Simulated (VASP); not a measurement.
Input of a VASP 6.6.1 run:

File INCAR:

```
SYSTEM = SrTiO3
PREC = Accurate
ENCUT = 520
EDIFF = 1E-6
ISMEAR = 0
SIGMA = 0.05
LREAL = .FALSE.
LASPH = .TRUE.
NELM = 100
ALGO = Normal
ISIF = 2
LWAVE = .FALSE.
LCHARG = .FALSE.
GGA = PE
NBANDS = 51
```

The input KPOINTS:

```
regular mesh
0
G
  6 6 6
  0 0 0
```

File POSCAR:

```
SrTiO3
1.0
   -3.9364035682      0.0000000000     -3.9364035682
    0.0000000000     -3.9364035682     -3.9364035682
   -3.9364035682     -3.9364035682      0.0000000000
Sr Ti O
2 2 6
Direct
    0.0000000000      0.0000000000      0.0000000000
    0.5000000000      0.5000000000      0.5000000000
    0.2500000000      0.2500000000      0.2567362261
    0.7500000000      0.7500000000      0.7432637739
    0.0000000000      0.5000000000      0.0000000000
    0.5000000000      0.0000000000      0.5000000000
    0.0000000000      0.5000000000      0.5000000000
    0.5000000000      0.0000000000      0.0000000000
    0.0000000000      0.0000000000      0.5000000000
    0.5000000000      0.5000000000      0.0000000000
```

Potentials or basis: VASP PAW PBE potentials, release 64 (Sr_sv, Ti_sv, O).

Launch:

```sh
$ cat potpaw_PBE.64/Sr_sv/POTCAR potpaw_PBE.64/Ti_sv/POTCAR potpaw_PBE.64/O/POTCAR > POTCAR
$ mpirun -np 1 vasp_std > vasp.out
```

Question: Predict the pressure.

Answer: 0.7 GPa.

Question: Predict the band gap on the k mesh.

Answer: 1.74 eV.

Question: Estimate the largest force.

Answer: 1.148 eV/Å.

Forces on the atoms (eV/Å):
```
Sr   0.000  0.000  0.000
Sr   0.000  0.000  0.000
Ti   0.811  0.811  0.000
Ti  -0.811 -0.811  0.000
O    0.000  0.000  0.000
O    0.000  0.000  0.000
O    0.000  0.000  0.000
O    0.000  0.000  0.000
O    0.000  0.000  0.000
O    0.000  0.000  0.000
```

Caveat: the cell differs from its parent crystal (atoms displaced along a vibrational mode); forces of over 1 eV/Å act on the atoms, so gaps and moduli don't describe the material at rest. A k mesh can miss the band edges.
